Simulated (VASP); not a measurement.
# H3CCl in VASP: notebook

The runs below take H3CCl through single point, relaxation of the atoms, with PBE+D3(BJ).

Program: VASP 6.6.1. These are calculated values, not measurements. Logs are shortened: lines on timing, memory, paths and dates and some standing lists are left out, and cuts for length are marked.

**1. The cell of the first run**

The cell holds a disordered packing, 40 atoms: a = 9.029 Å, b = 9.029 Å, c = 9.029 Å, α = 90.00°, β = 90.00°, γ = 90.00°.

**2. Single point, PBE+D3(BJ)**

INCAR

```
PREC     = Accurate       # precision mode
ENCUT    = 520            # plane-wave cutoff, eV
EDIFF    = 1E-6           # SCF threshold, eV
ISMEAR   = -1             # smearing method
SIGMA    = 0.05           # smearing width, eV
LREAL    = Auto         
LASPH    = T              # aspherical terms in the spheres
NELM     = 60             # most SCF steps
ALGO     = Normal         # electronic algorithm
ISIF     = 2              # what is computed and relaxed
LWAVE    = F              # write WAVECAR
LCHARG   = T              # write CHGCAR
GGA      = PE             # functional
IVDW     = 12             # dispersion correction
LELF     = T              # ELF
LVHAR    = T            
NBANDS   = 82             # bands
```

KPOINTS

```
Automatic mesh
0
Gamma
  1 1 1
```

POSCAR

```
H3CCl
1.0
    9.0287150000      0.0000000000      0.0000000000
    0.0000000000      9.0287150000      0.0000000000
    0.0000000000      0.0000000000      9.0287150000
C Cl H
8 8 24
Direct
    0.6565053831      0.4944335933     -0.0186626779
    0.4256198141      0.1428220959      0.6828103446
    0.7107877478      0.7753152027      0.6828657234
    0.9401670116      0.0351102012      0.3264251890
    0.0090821341      0.4768563411      0.2284599746
    0.9210502270      0.2619974160      0.7392967881
    0.4215993084      0.5654292997      0.5618407492
    0.5109032681      0.9736047710      0.1608645306
    0.6204205139      0.4449138111      0.1757503698
    0.2785667728      0.0854385148      0.8062609131
    0.8842011294      0.6880713368      0.7281434844
    1.1347018928      0.0525766956      0.3705621453
    0.0392968435      0.4463204343      0.4228840981
    0.8523029025      0.1637885347      0.8989872867
    0.3381101297      0.7174442875      0.6789338239
    0.5748547828      0.8907469114      0.3305010735
    0.6481210228      0.6159237499     -0.0138447166
    0.7740525645      0.4634878828     -0.0408917548
    0.5781775147      0.4441717343     -0.0923276457
    0.4508282740      0.0573171265      0.6023337762
    0.3730431185      0.2404771886      0.6334899263
    0.5282036259      0.1712868332      0.7412350484
    0.6196673613      0.7142987679      0.7338475076
    0.7133130241      0.8884542263      0.7294171983
    0.7032008431      0.7763674011      0.5657504972
    0.9417397714      0.0842201797      0.2168414885
    0.9255359151     -0.0870555777      0.3212638786
    0.8708105195      0.0766886539      0.4141010099
   -0.0005537887      0.6023116246      0.2228224061
    0.1170044685      0.4430420054      0.1751965811
   -0.0927817524      0.4173794388      0.2039935916
    0.8348474838      0.2731839470      0.6574357481
    0.9635922720      0.3704846149      0.7852723228
    1.0121595377      0.1936820467      0.6968211977
    0.3266688560      0.4911662402      0.5399882486
    0.4740763220      0.6061659937      0.4626904272
    0.4997056613      0.4990078876      0.6222812438
    0.4158288306      1.0379993166      0.1919653018
    0.6095330288      1.0384644991      0.1234173412
    0.4739766401      0.8864495114      0.0844527710
```

Potentials or basis: VASP PAW PBE potentials, release 64 (C, Cl, H).

Launch:

```
cat potpaw_PBE.64/C/POTCAR potpaw_PBE.64/Cl/POTCAR potpaw_PBE.64/H/POTCAR > POTCAR
mpirun -np 1 vasp_gam > vasp.out
```

OUTCAR:

```text
PREC = Accurate
   ENCUT = 520
   EDIFF = 1E-6
   ISMEAR = -1
   LREAL = Auto
   LASPH = T
   NELM = 60
   ISIF = 2
   GGA = PE
   IVDW = 12
 IVDW          = 12

 ion  position               nearest neighbor table
   1  0.657  0.494  0.981-  19 1.07  17 1.10  18 1.12   9 1.84
   2  0.426  0.143  0.683-  20 1.08  21 1.10  22 1.10  10 1.81
   3  0.711  0.775  0.683-  25 1.06  23 1.09  24 1.10  11 1.80
   4  0.940  0.035  0.326-  28 1.08  26 1.08  27 1.11  12 1.81
   5  0.009  0.477  0.228-  31 1.09  30 1.13  29 1.14  13 1.80
   6  0.921  0.262  0.739-  32 1.08  34 1.10  33 1.13  14 1.80
   7  0.422  0.565  0.562-  37 1.07  36 1.08  35 1.11  15 1.89
   8  0.511  0.974  0.161-  38 1.07  40 1.10  39 1.12  16 1.80
   9  0.620  0.445  0.176-   1 1.84
  10  0.279  0.085  0.806-   2 1.81
  11  0.884  0.688  0.728-   3 1.80
  12  0.135  0.053  0.371-   4 1.81
  13  0.039  0.446  0.423-   5 1.80
  14  0.852  0.164  0.899-   6 1.80
[... 24 lines left out ...]
  39  0.610  0.038  0.123-   8 1.12
  40  0.474  0.886  0.084-   8 1.10

  LATTYP: Found a simple cubic cell.
 ALAT       =     9.0287150000

  Lattice vectors:

 A1 = (   9.0287150000,   0.0000000000,   0.0000000000)
 A2 = (   0.0000000000,   9.0287150000,   0.0000000000)
 A3 = (   0.0000000000,   0.0000000000,   9.0287150000)

Analysis of symmetry for initial positions (statically):
=====================================================================
 Subroutine PRICEL returns:
 Original cell was already a primitive cell.

 Routine SETGRP: Setting up the symmetry group for a
 simple cubic supercell.

 Subroutine GETGRP returns: Found  1 space group operations
 (whereof  1 operations were pure point group operations)
 out of a pool of 48 trial point group operations.

The static configuration has the point symmetry C_1 .

Analysis of symmetry for dynamics (positions and initial velocities):
=====================================================================
 Subroutine PRICEL returns:
 Original cell was already a primitive cell.

 Routine SETGRP: Setting up the symmetry group for a
 simple cubic supercell.

 Subroutine GETGRP returns: Found  1 space group operations
 (whereof  1 operations were pure point group operations)
 out of a pool of 48 trial point group operations.

The dynamic configuration has the point symmetry C_1 .

 Subroutine INISYM returns: Found  1 space group operations
 (whereof  1 operations are pure point group operations),
 and found     1 'primitive' translations

----------------------------------------------------------------------------------------

                                     Primitive cell

  volume of cell :     736.0000

  direct lattice vectors                    reciprocal lattice vectors
     9.028715000  0.000000000  0.000000000     0.110757732  0.000000000  0.000000000
     0.000000000  9.028715000  0.000000000     0.000000000  0.110757732  0.000000000
     0.000000000  0.000000000  9.028715000     0.000000000  0.000000000  0.110757732

  length of vectors
     9.028715000  9.028715000  9.028715000     0.110757732  0.110757732  0.110757732

  position of ions in fractional coordinates (direct lattice)
     0.656505383  0.494433593  0.981337322
     0.425619814  0.142822096  0.682810345
     0.710787748  0.775315203  0.682865723
     0.940167012  0.035110201  0.326425189
     0.009082134  0.476856341  0.228459975
     0.921050227  0.261997416  0.739296788
[... 32 lines left out ...]
     0.609533029  0.038464499  0.123417341
     0.473976640  0.886449511  0.084452771

  ion indices of the primitive-cell ions
   primitive index   ion index
                 1           1
                 2           2
                 3           3
                 4           4
                 5           5
                 6           6
[... 32 lines left out ...]
                39          39
                40          40

----------------------------------------------------------------------------------------

 KPOINTS: Automatic mesh

Automatic generation of k-mesh.
 Grid dimensions read from file:
 generate k-points for:    1    1    1

 Generating k-lattice:

  Cartesian coordinates                     Fractional coordinates (reciprocal lattice)
     0.110757732  0.000000000  0.000000000     1.000000000  0.000000000  0.000000000
     0.000000000  0.110757732  0.000000000     0.000000000  1.000000000  0.000000000
     0.000000000  0.000000000  0.110757732     0.000000000  0.000000000  1.000000000

  Length of vectors
     0.110757732  0.110757732  0.110757732

  Shift w.r.t. Gamma in fractional coordinates (k-lattice)
     0.000000000  0.000000000  0.000000000

 Subroutine IBZKPT returns following result:
 ===========================================

 Found      1 irreducible k-points:

 Following reciprocal coordinates:
            Coordinates               Weight
  0.000000  0.000000  0.000000      1.000000
   k-points           NKPTS =      1   k-points in BZ     NKDIM =      1   number of bands    NBANDS=     82
   number of dos      NEDOS =    301   number of ions     NIONS =     40
   total plane-waves  NPLWV = 343000
   dimension x,y,z NGX =    70 NGY =   70 NGZ =   70
   dimension x,y,z NGXF=   140 NGYF=  140 NGZF=  140
   ions per type =               8   8  24
   NGX,Y,Z   is equivalent  to a cutoff of  12.89, 12.89, 12.89 a.u.
   NGXF,Y,Z  is equivalent  to a cutoff of  25.78, 25.78, 25.78 a.u.
 SYSTEM =  unknown system
   PREC   = accura    normal or accurate (medium, high low for compatibility)
   ISTART =      0    job   : 0-new  1-cont  2-samecut
   ICHARG =      2    charge: 1-file 2-atom 10-const
   ISPIN  =      1    spin polarized calculation?
   LNONCOLLINEAR =      F non collinear calculations
   LSORBIT =      F    spin-orbit coupling
   LASPH  =      T    aspherical Exc in radial PAW
   ENCUT  =  520.0 eV  38.22 Ry    6.18 a.u.  16.79 16.79 16.79*2*pi/ulx,y,z
   NELM   =     60;   NELMIN=  2; NELMDL= -5     # of ELM steps
   EDIFF  = 0.1E-05   stopping-criterion for ELM
   LREAL  =      T    real-space projection
   EDIFFG = 0.1E-04   stopping-criterion for IOM
   NSW    =      0    number of steps for IOM
   IBRION =     -1    ionic relax: 0-MD 1-quasi-New 2-CG
   NFREE  =      0    steps in history (QN), initial steepest desc. (CG)
   ISIF   =      2    stress and relaxation
   ISYM   =      2    0-nonsym 1-usesym 2-fastsym
   POTIM  = 0.5000    time-step for ionic-motion
   TEBEG  =    0.0;   TEEND  =   0.0 temperature during run
   PSTRESS=    0.0 pullay stress
   NELECT =     112.0000    total number of electrons
   NUPDOWN=      -1.0000    fix difference up-down
   EMIN   =  10.00;   EMAX   =-10.00  energy-range for DOS
   EFERMI =   0.00;   METHOD = LEGACY
   ISMEAR =    -1;   SIGMA  =   0.05  broadening in eV -4-tet -1-fermi 0-gaus
   EFERMI_NEDOS =   21; number of points for ismear=-14 and -15
   IALGO  =     38    algorithm
   IMIX   =      4    mixing-type and parameters
     AMIX     =   0.40;   BMIX     =  1.00
     AMIX_MAG =   1.60;   BMIX_MAG =  1.00
  volume/ion in A,a.u.               =      18.40       124.17
  Fermi-wavevector in a.u.,A,eV,Ry     =   0.874020  1.651659 10.393649  0.763912
  Thomas-Fermi vector in A             =   1.993493
   LORBIT       =      0    0 simple, 1 ext, 2 COOP (PROOUT), +10 PAW based schemes
   GGA     = PE    functional components
   LHFCALC =     F    Hartree Fock is set to
   AEXX    =    0.0000 exact exchange contribution
   IVDW    =    12    specifies the selected vdW correction
   LEPSILON=     F    determine dielectric tensor
   LRPA    =     F    only Hartree local field effects (RPA)
 non-spin polarized calculation
  energy-cutoff  :      520.00
  volume of cell :      736.00
 maximum number of plane-waves:      9919
 NGX is ok and might be reduce to    70
   NGX = 33   NGY = 33   NGZ = 33

 number of electron     112.0000004 magnetization

 Free energy of the ion-electron system (eV)
  ---------------------------------------------------
  ext. energy  EPLUGINS =         0.00000000
  ---------------------------------------------------
  free energy    TOTEN  =      -178.91768081 eV

  energy without entropy =     -178.91768081  energy(sigma->0) =     -178.91768081

 E-fermi :  -2.0741     XC(G=0):  -5.8586

 val. band max:       -3.2838284213   @ k =   0.0000   0.0000   0.0000
 cond. band min:       1.6940119822   @ k =   0.0000   0.0000   0.0000
 fundamental gap:      4.9778404036
 Fermi energy:        -2.0741334473

 k-point     1 :       0.0000    0.0000    0.0000
  band No.  band energies     occupation
      1     -18.1851      2.00000
      2     -18.1401      2.00000
      3     -17.9722      2.00000
      4     -17.9587      2.00000
      5     -17.9135      2.00000
      6     -17.8813      2.00000
[... 60 lines left out ...]
     67       3.3903      0.00000
     68       3.6901      0.00000
 [bands above 68 left out]

------------------------ aborting loop because EDIFF is reached ----------------------------------------

 Edisp (eV)   -1.72276

 E8    (eV) :    -0.4501

  FORCE on cell =-STRESS in cart. coord.  units (eV):
  Direction    XX          YY          ZZ          XY          YZ          ZX
  --------------------------------------------------------------------------------------
  -------------------------------------------------------------------------------------
  Total      -4.53608    -4.37493     0.34658     0.12185    -2.88043     3.58647
  in kB      -9.87446    -9.52367     0.75446     0.26526    -6.27033     7.80728
  external pressure =       -6.21 kB  Pullay stress =        0.00 kB

 VOLUME and BASIS-vectors are now :
 -----------------------------------------------------------------------------
  energy-cutoff  :      520.00
  volume of cell :      736.00
      direct lattice vectors                 reciprocal lattice vectors
     9.028715000  0.000000000  0.000000000     0.110757732  0.000000000  0.000000000
     0.000000000  9.028715000  0.000000000     0.000000000  0.110757732  0.000000000
     0.000000000  0.000000000  9.028715000     0.000000000  0.000000000  0.110757732

 POSITION                                       TOTAL-FORCE (eV/Angst)
 -----------------------------------------------------------------------------------
      5.92740      4.46410      8.86022         1.336898      0.819409      1.534181
      3.84280      1.28950      6.16490        -0.623969      0.521392      0.223133
      6.41750      7.00010      6.16540         0.444202      0.308186      1.462724
      8.48850      0.31700      2.94720         1.387939     -1.659179     -0.311794
      0.08200      4.30540      2.06270         1.442911      1.412305      0.574993
      8.31590      2.36550      6.67490         1.071273      0.407872      1.081807
[... 32 lines left out ...]
      5.50330      0.34728      1.11430        -0.968045     -0.242910     -0.198756
      4.27940      8.00350      0.76250         0.341562      0.075248     -0.004214
 -----------------------------------------------------------------------------------
    total drift:                                0.010723      0.003214      0.008165

  FREE ENERGIE OF THE ION-ELECTRON SYSTEM (eV)
  ---------------------------------------------------
  free  energy   TOTEN  =      -180.6404383654 eV

  energy  without entropy=     -180.6404383654  energy(sigma->0) =     -180.64043837
```

Wall time 3.1 min (1 thread of AMD EPYC 7R43 (Zen 3), shared host); peak memory 0.59 GiB.

Results:

```yaml
Free_energy: -180.6404 eV
Pressure: -0.6 GPa
Largest_force: 2.194 eV/Å
Band_gap_on_the_k_mesh: 4.98 eV
Dispersion_energy_per_atom: -0.043 eV
```

Forces in eV/Å, atoms in the order of the input:
```
C    1.337  0.819  1.534
C   -0.624  0.521  0.223
C    0.444  0.308  1.463
C    1.388 -1.659 -0.312
C    1.443  1.412  0.575
C    1.071  0.408  1.082
C   -1.721  0.011  0.809
C    0.996 -0.183  0.059
Cl  -0.139 -0.223 -0.725
Cl   0.571 -0.229  0.124
Cl  -0.060  0.102  0.021
Cl   0.177  0.086  0.498
Cl  -0.033 -0.131  0.352
Cl  -0.207 -0.150 -0.079
Cl   0.874 -1.140 -0.951
Cl  -0.087 -0.246  0.094
H   -0.073 -0.232 -0.423
H   -0.831  0.050 -0.014
H   -0.490 -0.404 -0.265
H   -0.260 -0.322 -0.254
H    0.541 -0.049 -0.381
H   -0.197  0.028  0.361
H    0.040 -0.060 -0.059
H    0.021 -0.243 -0.211
H   -0.191  0.044 -1.130
H   -0.983  0.264 -0.106
H   -0.253  0.566 -0.204
H   -0.237  0.685  0.106
H   -0.204 -1.259 -0.398
H   -1.261  0.005  0.014
H    0.117  0.001 -0.561
H   -0.428  0.239 -0.209
H   -0.433 -0.840 -0.806
H   -0.015  0.226 -0.064
H    0.192  0.440 -0.318
H   -0.084  0.584 -0.410
H    0.585  0.058  0.808
H   -0.360  0.681 -0.041
H   -0.968 -0.243 -0.199
H    0.342  0.075 -0.004
```

Caveat: the k points lie up to 0.70 Å⁻¹ apart.

**3. Single point, PBE+D3(BJ)**

INCAR

```
PREC = Accurate
ENCUT = 520
EDIFF = 1E-6
ISMEAR = -1
SIGMA = 0.05
LREAL = Auto
LASPH = T
NELM = 100
ALGO = Normal
ISIF = 2
LWAVE = F
LCHARG = T
GGA = PE
IVDW = 12
LELF = T
LVHAR = T
NBANDS = 82
```

KPOINTS is that of step 2.

POSCAR

```
H3CCl
1.0
    9.0287150000      0.0000000000      0.0000000000
    0.0000000000      9.0287150000      0.0000000000
    0.0000000000      0.0000000000      9.0287150000
C Cl H
8 8 24
Direct
    0.6437239408      0.5287352630      0.0150741274
    0.4153304208      0.1412382604      0.6530386661
    0.7656792799      0.8502095813      0.7199917153
    0.9595606905      0.0316545599      0.3311988472
    0.0563756858      0.4309140337      0.2524168722
    0.8995743027      0.2492713526      0.7458868732
    0.4074112429      0.5660495430      0.5351813630
    0.5292779759      1.0395499249      0.1992310091
    0.6139190350      0.4272368770      0.1811664229
    0.2825983543      0.0936013597      0.7962151868
    0.8905807748      0.7044634812      0.7219188999
    1.1607964146      0.0130029578      0.3660764572
    0.0116184861      0.4411148209      0.4422445498
    0.8512507040      0.1778547667      0.9176942677
    0.3058685538      0.6985268668      0.6412208160
    0.5712330049      0.8819084443      0.3087150276
    0.6458283377      0.6494168882      0.0333713048
    0.7424533835      0.4873450984     -0.0367383398
    0.5491036100      0.5006249505     -0.0564753678
    0.4123067347      0.0457540193      0.5782993482
    0.3869764413      0.2435784051      0.5914905942
    0.5199300233      0.1536320506      0.7199917153
    0.6563503223      0.8136041508      0.6751016064
    0.7548693253      0.8934715516      0.8321339194
    0.8064492012      0.9394803136      0.6472571124
    0.9334993961      0.1288001670      0.2661508310
    0.9129981398     -0.0717599348      0.2814907769
    0.9195549976      0.0619467997      0.4412698817
    0.1002246721      0.5392793991      0.2157449870
    0.1273492407      0.3403585117      0.2331007236
   -0.0451891548      0.4120409161      0.1918213168
    0.8076343090      0.2274742308      0.6623866187
    0.9125440331      0.3691333706      0.7556224778
    1.0025789938      0.1970380060      0.7159379823
    0.3383870241      0.4861932180      0.4732677906
    0.4642964143      0.6335896083      0.4544943550
    0.4942120778      0.5179585356      0.6141073231
    0.5028844082      1.1370499567      0.2734497656
    0.6230122448      1.0687678147      0.1300960325
    0.4405388807      1.0101548227      0.1268951340
```

Potentials or basis: VASP PAW PBE potentials, release 64 (C, Cl, H).

Launch:

```
cat potpaw_PBE.64/C/POTCAR potpaw_PBE.64/Cl/POTCAR potpaw_PBE.64/H/POTCAR > POTCAR
mpirun -np 1 vasp_gam > vasp.out
```

Wall time 2.3 min (1 thread of AMD EPYC 7R43 (Zen 3), shared host); peak memory 0.59 GiB.

The run converged. Its results:

* Free energy: -180.8873 eV
* Pressure: -0.3 GPa
* Largest force: 1.745 eV/Å
* Band gap on the k mesh: 5.36 eV
* Dispersion energy per atom: -0.043 eV

Forces in eV/Å, atoms in the order of the input:
```
C   -1.020  0.095 -0.334
C    0.349 -0.093  0.838
C   -1.159  0.700 -0.506
C    0.532 -0.330  0.604
C   -0.802  1.435 -0.256
C   -1.040  0.333 -1.361
C    1.101 -0.033  0.809
C    0.246  1.133  0.848
Cl   0.096  0.162  0.356
Cl  -0.101  0.402 -0.260
Cl   0.662 -0.762 -0.068
Cl  -0.955  0.056 -0.620
Cl  -0.016 -0.005  0.387
Cl  -0.435 -0.328  1.175
Cl  -0.310 -0.204  0.061
Cl   0.193 -0.168  0.181
H    0.110 -0.331  0.216
H    0.675 -0.043 -0.174
H    0.110  0.200 -0.014
H    0.420  0.067 -0.004
H   -0.122 -0.305  0.506
H   -0.517 -0.105 -0.987
H    0.497  0.099  0.344
H   -0.158  0.064  0.079
H    0.054 -0.190  0.129
H    0.381  0.228 -0.705
H    0.409  0.618  0.552
H   -0.400 -0.579  0.103
H    0.173 -0.427  0.174
H    1.165 -0.952 -0.179
H   -0.497 -0.092 -0.220
H    0.938  0.073  0.736
H    0.096  0.116 -0.038
H    0.462 -0.133 -0.464
H   -0.044  0.095  0.647
H    0.408  0.064 -0.447
H   -1.077  0.101 -1.035
H    0.045 -0.944 -0.677
H    0.469  0.020 -0.032
H   -0.938 -0.038 -0.364
```

Stress tensor (GPa, compression positive):
```
-0.25 -0.42 -1.13
-0.42 -0.40 -0.32
-1.13 -0.32 -0.11
```

Levels at points of the mesh, in eV from the valence-band top:
| k point | band 52 | band 53 | band 54 | band 55 | band 56 | band 57 | band 58 | band 59 | band 60 | band 61 |
| --- | --- | --- | --- | --- | --- | --- | --- | --- | --- | --- |
| (0.00, 0.00, 0.00) | -0.25 | -0.22 | -0.10 | -0.09 | 0.00 | 5.36 | 5.49 | 5.70 | 5.90 | 6.11 |

Caveat: the k points lie up to 0.70 Å⁻¹ apart; the atoms stand as in a frame of molecular dynamics.

(Continued in part 2 of 2.)
